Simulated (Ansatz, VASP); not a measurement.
HPt6: VASP beside Ansatz

```xyz
14
Lattice="5.6143 0.0000 0.0000 0.0000 5.6143 0.0000 0.0000 0.0000 21.8514" Properties=species:S:1:pos:R:3 pbc="T T T"
Pt    1.4036    1.4036    4.0000
Pt    1.4036    4.2107    4.0000
Pt    4.2107    1.4036    4.0000
Pt    4.2107    4.2107    4.0000
Pt    0.0000    0.0000    5.9264
Pt    0.0000    2.8072    5.9264
Pt    2.8072    0.0000    5.9264
Pt    2.8072    2.8072    5.9264
Pt    1.4036    1.4036    7.8514
Pt    1.4036    4.2107    7.8514
Pt    4.2107    1.4036    7.8514
Pt    4.2107    4.2107    7.8514
H    -1.3250    0.0000    9.5814
H     1.3250    0.0000    9.5814
```

Alike in both runs: task single point; functional PBE; k mesh 5 × 5 × 1; occupations gaussian, width 0.1 eV; no spin polarisation.

```csv
,VASP,Ansatz
version,VASP 6.6.1,Ansatz 0.2.0
potentials or method,"VASP PAW PBE potentials, release 64 (Pt, H), cutoff 520 eV","scalar-relativistic, plane waves, PAW"
valence electrons in the cell,122,218
```

```tsv
	VASP	Ansatz	Ansatz less VASP
gap on the k mesh at the Fermi level (eV)	none	none	-
rms of the force components (eV/Å)	0.671	0.675	+0.0039
```

Atom by atom the forces differ by 0.009 eV/Å (rms over components). A gap of «none» marks a metal or a gap that the smearing closes. VASP's potentials hold 122 valence electrons a cell and Ansatz's 218, so a difference there can come from the potentials and not from the codes. Ansatz's warnings: xc potential rough in thin density.

Spin-orbit coupling is off throughout.
